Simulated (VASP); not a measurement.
LuH2:

```
CELL_PARAMETERS angstrom
0.00000 2.51500 2.51500
2.51500 0.00000 2.51500
2.51500 2.51500 0.00000
ATOMIC_POSITIONS crystal
Lu 0.00000 0.00000 0.00000
H 0.25000 0.25000 0.25000
H 0.75000 0.75000 0.75000
```

- Program: VASP 6.6.1
- Task: relaxation of cell and atoms
- Functional: LDA
- Potentials or basis: VASP PAW PBE potentials, release 64 (Lu, H)
- Cutoff: 600 eV
- k mesh: 8 × 8 × 8
- Occupations: gaussian, width 0.1 eV
- Spin: no spin polarisation

At the start: pressure -6.0 GPa; volume 10.61 Å³/atom.

**Question.** Where does the relaxation end?

**Answer.** Over 3 steps the energy falls by 13.0 meV/atom and the volume is 9.94 Å³/atom (-6.3 %); space group Fm-3m (No. 225, to 0.1 Å) before and after.

The path:
```tsv
step	energy change (eV)	largest force (eV/Å)	pressure (GPa)	volume (Å³)
1	0.0000	0.0000	-5.98	31.82
2	-0.0385	0.0000	-0.71	30.03
3	-0.0389	0.0000	0.01	29.82
```

Final structure:
```cif
data_structure
_symmetry_space_group_name_H-M 'P 1'
_symmetry_Int_Tables_number 1
_cell_length_a 3.4807
_cell_length_b 3.4807
_cell_length_c 3.4807
_cell_angle_alpha 60.000
_cell_angle_beta 60.000
_cell_angle_gamma 60.000
_cell_volume 29.82
loop_
_atom_site_label
_atom_site_type_symbol
_atom_site_fract_x
_atom_site_fract_y
_atom_site_fract_z
_atom_site_occupancy
Lu1 Lu 0.00000 0.00000 0.00000 1
H1 H 0.25000 0.25000 0.25000 1
H2 H 0.75000 0.75000 0.75000 1
```

Caveat: the PAW data sets were made with another functional, which shifts forces and pressure a little.
